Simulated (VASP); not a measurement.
Input of a VASP 6.6.1 run:

File INCAR:

```
ALGO     = Normal         # electronic algorithm
EDIFF    = 1E-8           # SCF threshold, eV
ENCUT    = 520            # plane-wave cutoff, eV
ISIF     = 2              # what is computed and relaxed
ISMEAR   = -1             # smearing method
LASPH    = T              # aspherical terms in the spheres
LCHARG   = F              # write CHGCAR
LEFG     = T            
LREAL    = F              # projectors in reciprocal space
LWAVE    = F              # write WAVECAR
NBANDS   = 11             # bands
NELM     = 80             # most SCF steps
PREC     = Accurate       # precision mode
SIGMA    = 0.02           # smearing width, eV
```

File KPOINTS:

```
k-points
0
Gamma
  10 10 10
```

The input POSCAR:

```
AlN
1.0
    0.0593400000      2.0076700000      2.0076700000
    2.0076700000      0.0593400000      2.0076700000
    2.0076700000      2.0076700000      0.0593400000
Al N
1 1
Direct
    0.0000000000      0.0000000000      0.0000000000
    0.5000000000      0.5000000000      0.5000000000
```

Potentials or basis: VASP PAW LDA potentials, release 64 (Al, N).

Launch:

```console
$ cat potpaw_LDA.64/Al/POTCAR potpaw_LDA.64/N/POTCAR > POTCAR
$ mpirun -np 1 vasp_std > vasp.out
```

Problem. What does it give for the pressure?

Solution. 13.6 GPa.

Problem. Estimate the band gap on the k mesh.

Solution. 4.35 eV, indirect (least direct gap 6.37 eV).

Electric field gradients, principal values (V/Å²):
```
atom   least  middle  greatest (by size)
1 Al   0.411   0.411              -0.821
 2 N  -6.664  -6.664              13.328
```

Caveat: the cell differs from its parent crystal (equal xy, yz and zx shear strains of +3 %); without QUAD_EFG the Cq values of the log hold for a quadrupole moment of 1 mb, not for the nuclei. A k mesh can miss the band edges.
